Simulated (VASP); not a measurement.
Input of a VASP 6.6.1 run:

INCAR

```
SYSTEM = SiC
  PREC = Accurate
  ENCUT = 520
  EDIFF = 1E-7
  ISMEAR = -1
  SIGMA = 0.02
  LREAL = .FALSE.
  LASPH = .TRUE.
  NELM = 60
  ALGO = Normal
  ISIF = 2
  LWAVE = .FALSE.
  LCHARG = .TRUE.
  GGA = PE
  LELF = .TRUE.
  LVHAR = .TRUE.
  NBANDS = 16
```

KPOINTS

```
regular mesh
0
G
  12 12 6
  0 0 0
```

POSCAR

```
SiC
1.0
    3.0138491184      0.0000000000      0.0000000000
   -1.5069245592      2.6100698997      0.0000000000
    0.0000000000      0.0000000000      4.9471459332
Si C
2 2
Direct
    0.3333333333      0.6666666667     -0.0003531283
    0.6666666667      0.3333333333      0.4996468717
    0.3333333333      0.6666666667      0.3753531283
    0.6666666667      0.3333333333      0.8753531283
```

Potentials or basis: VASP PAW PBE potentials, release 64 (Si, C).

The run is started by

```bash
$ cat potpaw_PBE.64/Si/POTCAR potpaw_PBE.64/C/POTCAR > POTCAR
$ mpirun -np 1 vasp_std > vasp.out
```

**Question.** Estimate the largest force.

**Answer.** 0.004 eV/Å.

**Question.** Predict the pressure.

**Answer.** 18.9 GPa.

Stress tensor (GPa, compression positive):
```
19.04  0.00  0.00
 0.00 19.04  0.00
 0.00  0.00 18.55
```

Caveat: the cell differs from its parent crystal (strain -2.0%).
